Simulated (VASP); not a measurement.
Write the native input for VASP 6.6.1 that does the following.

```
Task                   : single point
Functional             : PBE
Potentials or basis    : VASP PAW PBE potentials, release 64 (Cs_sv, Er_3, Te), 4f in core
Cutoff                 : 500 eV
k mesh                 : 4 × 4 × 2
Occupations            : gaussian, width 0.2 eV
Spin                   : no spin polarisation
Dipole correction      : no
Mended                 : yes
Further INCAR settings : ALGO = Normal; EDIFF = 1e-06; NBANDS = 34
```

The structure of Cs4ErTe lies in POSCAR:

```
Cs4ErTe
1.0
    7.0724508311      0.0000000037      0.0000000000
   -3.5362254188      6.1249220849      0.0000000000
    0.0000000000      0.0000000000      9.6525889224
Cs Er Te
4 1 1
Direct
    0.3333333333      0.6666666667      0.3580818908
    0.6666666667      0.3333333333      0.3580818908
    0.3333333333      0.6666666667      0.8763254269
    0.6666666667      0.3333333333      0.8763254269
    0.0000000000      0.0000000000      0.1009434708
    0.0000000000      0.0000000000      0.8049821238
```

The cell was built from a structure type or drawn by symmetry, and may not be a known phase.

One way to write it, as run:

INCAR

```
SYSTEM = Cs4ErTe
PREC     = Accurate       ! precision mode
ENCUT    = 500            ! plane-wave cutoff, eV
EDIFF    = 1E-6           ! SCF threshold, eV
ISMEAR   = 0              ! smearing method
SIGMA    = 0.2            ! smearing width, eV
LREAL    = .FALSE.        ! projectors in reciprocal space
LASPH    = .TRUE.         ! aspherical terms in the spheres
NELM     = 200            ! most SCF steps
ALGO     = Normal         ! electronic algorithm
ISIF     = 2              ! what is computed and relaxed
LWAVE    = .FALSE.        ! write WAVECAR
LCHARG   = .FALSE.        ! write CHGCAR
GGA      = PE             ! functional
NBANDS   = 34             ! bands
GGA_COMPAT= .FALSE.      
LMAXMIX  = 6              ! l up to which the mixer works
```

KPOINTS

```
Automatic mesh
0
G
  4 4 2
  0 0 0
```

Potentials or basis: VASP PAW PBE potentials, release 64 (Cs_sv, Er_3, Te), 4f in core.

Run with:

```console
$ cat potpaw_PBE.64/Cs_sv/POTCAR potpaw_PBE.64/Er_3/POTCAR potpaw_PBE.64/Te/POTCAR > POTCAR
$ mpirun -np 1 vasp_std > vasp.out
```

It gave:

| Property | Result |
| --- | --- |
| Pressure | 0.3 GPa |
| Largest force | 0.053 eV/Å |
| Band gap on the k mesh | zero (an odd number of electrons rules out a gap without spin polarisation) |

Caveat: spin-orbit coupling is left out, which moves the levels of the heavy elements; the 4f electrons are frozen in the core, so they carry no moment and show no levels.

Wall time 110 s on 1 thread of Intel(R) Xeon(R) 6975P-C (Granite Rapids) (shared host), peak memory 0.5 GiB.
